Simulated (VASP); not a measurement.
# Na (P6/mmm) in VASP: single point with PBEsol

Aim: the single point of Na with PBEsol.

Program: VASP 6.6.1. These are calculated values, not measurements. Logs are shortened: lines on timing, memory, paths and dates and some standing lists are left out, and cuts for length are marked.

### 1 The cell of the first run

It takes space group P6/mmm (No. 191, hexagonal). Conventional cell: a = 3.550 Å, b = 3.550 Å, c = 3.322 Å, α = 90.00°, β = 90.00°, γ = 120.00°. Na (site symmetry 6/mmm) has 8 Na at 3.32 to 3.55 Å within 4.4 Å.

### 2 Single point, PBEsol

File INCAR:

```
PREC     = Accurate       # precision mode
ENCUT    = 520            # plane-wave cutoff, eV
EDIFF    = 1E-6           # SCF threshold, eV
ISMEAR   = -1             # smearing method
SIGMA    = 0.1            # smearing width, eV
LREAL    = F              # projectors in reciprocal space
LASPH    = T              # aspherical terms in the spheres
NELM     = 100            # most SCF steps
ALGO     = Normal         # electronic algorithm
ISIF     = 2              # what is computed and relaxed
LWAVE    = F              # write WAVECAR
LCHARG   = T              # write CHGCAR
GGA      = PS             # functional
LELF     = T              # ELF
LVHAR    = T            
NBANDS   = 10             # bands
```

File KPOINTS:

```
Automatic mesh
0
Gamma
  13 13 12
```

File POSCAR:

```
Na
1.0
    3.5502483302      0.0000000000      0.0000000000
   -1.7751241651      3.0746052437      0.0000000000
    0.0000000000      0.0000000000      3.3220822114
Na
1
Direct
    0.0000000000      0.0000000000      0.0000000000
```

Potentials or basis: VASP PAW PBE potentials, release 64 (Na_pv).

On the command line:

```
> cat potpaw_PBE.64/Na_pv/POTCAR > POTCAR
> mpirun -np 1 vasp_std > vasp.out
```

OUTCAR:

```text
PREC = Accurate
   ENCUT = 520
   EDIFF = 1E-6
   ISMEAR = -1
   LREAL = F
   LASPH = T
   NELM = 100
   ISIF = 2
   GGA = PS

 ion  position               nearest neighbor table
   1  0.000  0.000  0.000-

  LATTYP: Found a hexagonal cell.
 ALAT       =     3.5502483302
 C/A-ratio  =     0.9357323495

  Lattice vectors:

 A1 = (   3.5502483302,   0.0000000000,   0.0000000000)
 A2 = (  -1.7751241651,   3.0746052437,   0.0000000000)
 A3 = (   0.0000000000,   0.0000000000,   3.3220822114)

Analysis of symmetry for initial positions (statically):
=====================================================================
 Subroutine PRICEL returns:
 Original cell was already a primitive cell.

 Routine SETGRP: Setting up the symmetry group for a
 hexagonal supercell.

 Subroutine GETGRP returns: Found 24 space group operations
 (whereof 24 operations were pure point group operations)
 out of a pool of 24 trial point group operations.

The static configuration has the point symmetry D_6h.

Analysis of symmetry for dynamics (positions and initial velocities):
=====================================================================
 Subroutine PRICEL returns:
 Original cell was already a primitive cell.

 Routine SETGRP: Setting up the symmetry group for a
 hexagonal supercell.

 Subroutine GETGRP returns: Found 24 space group operations
 (whereof 24 operations were pure point group operations)
 out of a pool of 24 trial point group operations.

The dynamic configuration has the point symmetry D_6h.

 Subroutine INISYM returns: Found 24 space group operations
 (whereof 24 operations are pure point group operations),
 and found     1 'primitive' translations

----------------------------------------------------------------------------------------

                                     Primitive cell

  volume of cell :      36.2626

  direct lattice vectors                    reciprocal lattice vectors
     3.550248330  0.000000000  0.000000000     0.281670437  0.162622503  0.000000000
    -1.775124165  3.074605244  0.000000000     0.000000000  0.325245006  0.000000000
     0.000000000  0.000000000  3.322082211     0.000000000  0.000000000  0.301016030

  length of vectors
     3.550248330  3.550248330  3.322082211     0.325245006  0.325245006  0.301016030

  position of ions in fractional coordinates (direct lattice)
     0.000000000  0.000000000  0.000000000
[... 73 lines left out ...]
   LASPH  =      T    aspherical Exc in radial PAW
   ENCUT  =  520.0 eV  38.22 Ry    6.18 a.u.   6.60  6.60  6.18*2*pi/ulx,y,z
   NELM   =    100;   NELMIN=  2; NELMDL= -5     # of ELM steps
   EDIFF  = 0.1E-05   stopping-criterion for ELM
   LREAL  =      F    real-space projection
   EDIFFG = 0.1E-04   stopping-criterion for IOM
   NSW    =      0    number of steps for IOM
   IBRION =     -1    ionic relax: 0-MD 1-quasi-New 2-CG
   NFREE  =      0    steps in history (QN), initial steepest desc. (CG)
   ISIF   =      2    stress and relaxation
   ISYM   =      2    0-nonsym 1-usesym 2-fastsym
   POTIM  = 0.5000    time-step for ionic-motion
   TEBEG  =    0.0;   TEEND  =   0.0 temperature during run
   PSTRESS=    0.0 pullay stress
   NELECT =       7.0000    total number of electrons
   NUPDOWN=      -1.0000    fix difference up-down
   EMIN   =  10.00;   EMAX   =-10.00  energy-range for DOS
   EFERMI =   0.00;   METHOD = LEGACY
   ISMEAR =    -1;   SIGMA  =   0.10  broadening in eV -4-tet -1-fermi 0-gaus
   EFERMI_NEDOS =   21; number of points for ismear=-14 and -15
   IALGO  =     38    algorithm
   IMIX   =      4    mixing-type and parameters
     AMIX     =   0.40;   BMIX     =  1.00
     AMIX_MAG =   1.60;   BMIX_MAG =  1.00
  volume/ion in A,a.u.               =      36.26       244.71
  Fermi-wavevector in a.u.,A,eV,Ry     =   0.946138  1.787942 12.179635  0.895178
  Thomas-Fermi vector in A             =   2.074107
   LORBIT       =      0    0 simple, 1 ext, 2 COOP (PROOUT), +10 PAW based schemes
   GGA     = PS    functional components
   LHFCALC =     F    Hartree Fock is set to
   AEXX    =    0.0000 exact exchange contribution
   IVDW    =     0    specifies the selected vdW correction
   LEPSILON=     F    determine dielectric tensor
   LRPA    =     F    only Hartree local field effects (RPA)
 non-spin polarized calculation
  energy-cutoff  :      520.00
  volume of cell :       36.26
 maximum number of plane-waves:      1008
 NGX is ok and might be reduce to    28
   NGX = 13   NGY = 13   NGZ = 13

 number of electron       6.9999992 magnetization

 Free energy of the ion-electron system (eV)
  ---------------------------------------------------
  ext. energy  EPLUGINS =         0.00000000
  ---------------------------------------------------
  free energy    TOTEN  =        -1.33942685 eV

  energy without entropy =       -1.32425012  energy(sigma->0) =       -1.33183849

 E-fermi :   0.4036     XC(G=0):  -6.5570

 val. band max:        0.3724900335   @ k =   0.0000   0.0000   0.5000
 cond. band min:       0.4268612199   @ k =   0.4615   0.0000   0.0000
 fundamental gap:      0.0543711863
 Fermi energy:         0.4036080580

 k-point     1 :       0.0000    0.0000    0.0000
  band No.  band energies     occupation
      1     -24.4916      2.00000
      2     -24.4916      2.00000
      3     -24.4906      2.00000
      4      -2.9494      2.00000
      5       9.2158      0.00000
      6      10.3852      0.00000
      7      11.4601      0.00000
      8      11.4601      0.00000
      9      12.5715      0.00000
     10      12.7127      0.00000
[... 287 lines left out ...]
 k-point    24 :       0.1538    0.0000    0.0833
  band No.  band energies     occupation
      1     -24.5014      2.00000
      2     -24.4936      2.00000
      3     -24.4936      2.00000
      4      -2.4633      2.00000
      5       7.7642      0.00000
      6       8.5096      0.00000
      7      10.3049      0.00000
      8      10.9002      0.00000
      9      13.0693      0.00000
     10      14.6763      0.00000

 [... further k-points ...]
[... 5 lines left out ...]
  --------------------------------------------------------------------------------------
  -------------------------------------------------------------------------------------
  Total        0.0568544      0.0568544      0.0607002      0.0000000      0.0000000      0.0000000
  in kB        2.5119787      2.5119787      2.6818980      0.0000000      0.0000000      0.0000000
  external PRESSURE =       2.5686185 kB  Pullay stress =       0.0000000 kB

 VOLUME and BASIS-vectors are now :
 -----------------------------------------------------------------------------
  energy-cutoff  :      520.00
  volume of cell :       36.26
      direct lattice vectors                 reciprocal lattice vectors
     3.550248330  0.000000000  0.000000000     0.281670437  0.162622503  0.000000000
    -1.775124165  3.074605244  0.000000000     0.000000000  0.325245006  0.000000000
     0.000000000  0.000000000  3.322082211     0.000000000  0.000000000  0.301016030

 POSITION                                       TOTAL-FORCE (eV/Angst)
 -----------------------------------------------------------------------------------
      0.00000      0.00000      0.00000        -0.000000      0.000000      0.000000
 -----------------------------------------------------------------------------------
    total drift:                               -0.000000     -0.000000     -0.000000

  FREE ENERGIE OF THE ION-ELECTRON SYSTEM (eV)
  ---------------------------------------------------
  free  energy   TOTEN  =        -1.3394268520 eV

  energy  without entropy=       -1.3242501206  energy(sigma->0) =       -1.33183849
```

OSZICAR:

```text
N       E                     dE             d eps       ncg     rms          rms(c)
DAV:   1     0.273400565441E+02    0.27340E+02   -0.38047E+03  2948   0.587E+02
DAV:   2    -0.749669686393E+00   -0.28090E+02   -0.27962E+02  3056   0.148E+02
DAV:   3    -0.133853584627E+01   -0.58887E+00   -0.58846E+00  3618   0.235E+01
DAV:   4    -0.134302135800E+01   -0.44855E-02   -0.44852E-02  3518   0.199E+00
DAV:   5    -0.134308190043E+01   -0.60542E-04   -0.60542E-04  3374   0.227E-01    0.257E-01
DAV:   6    -0.134056617030E+01    0.25157E-02   -0.30457E-03  3496   0.808E-01    0.156E-01
DAV:   7    -0.133950670708E+01    0.10595E-02   -0.29481E-03  3596   0.700E-01    0.479E-02
DAV:   8    -0.133942640540E+01    0.80302E-04   -0.25135E-04  3338   0.274E-01    0.277E-03
DAV:   9    -0.133942685196E+01   -0.44656E-06   -0.92682E-07  2398   0.104E-02
   1 F= -.13394269E+01 E0= -.13318385E+01  d E =-.151767E-01
```

stdout:

```text
POSCAR found type information on POSCAR Na
 POSCAR found :  1 types and       1 ions
 scaLAPACK will be used
 -----------------------------------------------------------------------------
|                                                                             |
|                                                                             |
|     You enforced a specific xc type in the INCAR file but a different       |
|     I HOPE YOU KNOW WHAT YOU ARE DOING!                                     |
|                                                                             |
 -----------------------------------------------------------------------------

 LDA part: xc-table for (Slater+PW92), standard interpolation
 POSCAR, INCAR and KPOINTS ok, starting setup
 FFT: planning ... GRIDC
 FFT: planning ... GRID_SOFT
 FFT: planning ... GRID
 WAVECAR not read
 entering main loop
```

Wall time 27 s (1 thread of Intel Xeon 6975P-C (Granite Rapids), shared host); peak memory 0.17 GiB.

What came out:

```
Free energy : -1.3394 eV
Pressure    : 0.3 GPa
```

Caveat: the PAW data sets were made with another functional, which shifts forces and pressure a little.
